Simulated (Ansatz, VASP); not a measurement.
**Two plane-wave programs on Lu**

```
CELL_PARAMETERS angstrom
3.61618 0.00000 0.00000
-1.80809 3.13170 0.00000
0.00000 0.00000 5.73008
ATOMIC_POSITIONS crystal
Lu 0.33333 0.66667 0.25000
Lu 0.66667 0.33333 0.75000
```

Alike in both runs: task single point; functional PBE; k mesh 10 × 10 × 5; no spin polarisation.

|  | VASP | Ansatz |
| --- | --- | --- |
| version | VASP 6.6.1 | Ansatz 0.2.0 |
| potentials or method | VASP PAW PBE potentials, release 64 (Lu), cutoff 520 eV | plane waves, PAW |
| occupations | methfessel-paxton of order 1, width 0.1 eV | cold, width 0.1 eV |
| valence electrons in the cell | 50 | 50 |

|  | VASP | Ansatz | Ansatz less VASP |
| --- | --- | --- | --- |
| pressure (GPa) | -4.0 | -4.1 | -0.09 |
| traceless stress, the component that is largest in VASP (GPa) | -0.46 | -0.49 | -0.033 |

Spin-orbit coupling is off throughout.
